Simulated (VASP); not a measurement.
# NbSi: single point with PBE

NbSi:

```
Nb Si
1.0
     3.20142    0.00000    0.00000
     0.00000    3.20142    0.00000
     0.00000    0.00000    6.40285
Nb Si
2 2
Direct
  0.00000 0.00000 0.00000
  0.00000 0.00000 0.50000
  0.50000 0.50000 0.25000
  0.50000 0.50000 0.75000
```

```yaml
Program: VASP 6.6.1
Task: single point
Functional: PBE
Potentials_or_basis: VASP PAW PBE potentials, release 64 (Nb_sv, Si)
Cutoff: 500 eV
k_mesh: 3 × 3 × 1
Occupations: fermi-dirac, width 0.1 eV
Spin: collinear spin
Starting_moments: "[0.5, 0.5, 0.0, 0.0] μB"
Dipole_correction: no
Further_INCAR_settings: ALGO = Normal; EDIFF = 1e-06; NBANDS = 29
```

```
Pressure                                              : -3.9 GPa
Band gap on the k mesh                                : zero (filled and empty bands overlap)
Net moment                                            : 0.00 μB per cell
Valence electrons inside the program's atomic spheres : Nb 10.64; Si 1.68
```

Stress tensor (GPa, compression positive):
```
  2.41   0.00   0.00
  0.00   2.41   0.00
  0.00   0.00 -16.46
```

Levels at points of the mesh, in eV from the Fermi level:
Spin up:
```tsv
k point	band 14	band 15	band 16	band 17	band 18	band 19	band 20	band 21
(0.00, 0.00, 0.00)	-1.56	-0.95	-0.95	2.01	2.12	2.12	2.42	2.43
```
Spin down:
```csv
k point,band 14,band 15,band 16,band 17,band 18,band 19,band 20,band 21
"(0.00, 0.00, 0.00)",-1.56,-0.95,-0.95,2.01,2.12,2.12,2.42,2.43
```

It took 28 s on 1 thread of Intel Xeon 8259CL, with other jobs on the host, peak memory 0.18 GiB.

Caveat: the k points lie up to 0.98 Å⁻¹ apart, too coarse for converged energies and pressures of a metal.
